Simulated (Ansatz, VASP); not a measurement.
AlGa3N4 in VASP and in Ansatz

The input INCAR:

```
PREC     = Accurate       # precision mode
ENCUT    = 520            # plane-wave cutoff, eV
EDIFF    = 1E-7           # SCF threshold, eV
ISMEAR   = 0              # smearing method
SIGMA    = 0.05           # smearing width, eV
LREAL    = F              # projectors in reciprocal space
LASPH    = T              # aspherical terms in the spheres
NELM     = 100            # most SCF steps
ALGO     = Normal         # electronic algorithm
ISIF     = 2              # what is computed and relaxed
LWAVE    = F              # write WAVECAR
LCHARG   = F              # write CHGCAR
NBANDS   = 41             # bands
```

File KPOINTS:

```
Automatic mesh
0
Gamma
  6 6 6
```

File POSCAR:

```
AlGa3N4
1.0
    4.6068857223      0.2140762484      0.2140762484
    0.2140762484      4.6068857223      0.2140762484
    0.2140762484      0.2140762484      4.6068857223
Al Ga N
1 3 4
Direct
    0.0000000000      0.0000000000      0.0000000000
    0.5000000000      0.5000000000      0.0000000000
    0.5000000000      0.0000000000      0.5000000000
    0.0000000000      0.5000000000      0.5000000000
    0.7548078379      0.7548078379      0.2451921621
    0.7548078379      0.2451921621      0.7548078379
    0.2451921621      0.7548078379      0.7548078379
    0.2451921621      0.2451921621      0.2451921621
```

Input for Ansatz:

```yaml
crystal:
  lattice:
    - [4.6068857223, 0.2140762484, 0.2140762484]
    - [0.2140762484, 4.6068857223, 0.2140762484]
    - [0.2140762484, 0.2140762484, 4.6068857223]
  atoms:
    - { symbol: Al, position: [0.0, 0.0, 0.0] }
    - { symbol: Ga, position: [0.5, 0.5, 0.0] }
    - { symbol: Ga, position: [0.5, 0.0, 0.5] }
    - { symbol: Ga, position: [0.0, 0.5, 0.5] }
    - { symbol: "N", position: [0.7548078379, 0.7548078379, 0.2451921621] }
    - { symbol: "N", position: [0.7548078379, 0.2451921621, 0.7548078379] }
    - { symbol: "N", position: [0.2451921621, 0.7548078379, 0.7548078379] }
    - { symbol: "N", position: [0.2451921621, 0.2451921621, 0.2451921621] }
basis:
  ecutwfc: 520.0
kpoints:
  mp_grid: { grid: [6, 6, 6] }
hamiltonian:
  xc: lda
  pseudopotentials: { kind: paw, azcp: { folder: soft_1 } }
scf:
  occupations: { method: gaussian, width: 0.05 }
output:
  forces: true
  stress: true
  eigenvalues: true
```

Alike in both runs: task single point; functional LDA; k mesh 6 × 6 × 6; occupations gaussian, width 0.05 eV; no spin polarisation.

|  | VASP | Ansatz |
| --- | --- | --- |
| version | VASP 6.6.1 | Ansatz 0.2.0 |
| potentials or method | VASP PAW LDA potentials, release 64 (Al, Ga_d, N), cutoff 520 eV | scalar-relativistic, plane waves, PAW |
| valence electrons in the cell | 62 | 62 |

Ansatz gave:

* gap on the k mesh at the Fermi level (eV): 1.11
* least direct gap on the mesh (eV): 1.11
* pressure (GPa): -14.3
* traceless stress, the component that is largest in VASP (GPa): -12.02
* rms of the force components (eV/Å): 0.037

Problem. What did VASP give for the same quantities?

Solution. gap on the k mesh at the Fermi level (eV): 1.11; least direct gap on the mesh (eV): 1.11; pressure (GPa): -13.6; traceless stress, the component that is largest in VASP (GPa): -12.23; rms of the force components (eV/Å): 0.040.

Ansatz warns that its potentials were made for another functional, while VASP's fit it. LDA's correlation is that of Perdew and Zunger in VASP and of Perdew and Wang (1992) in Ansatz. Atom by atom the forces differ by 0.026 eV/Å (rms over components).
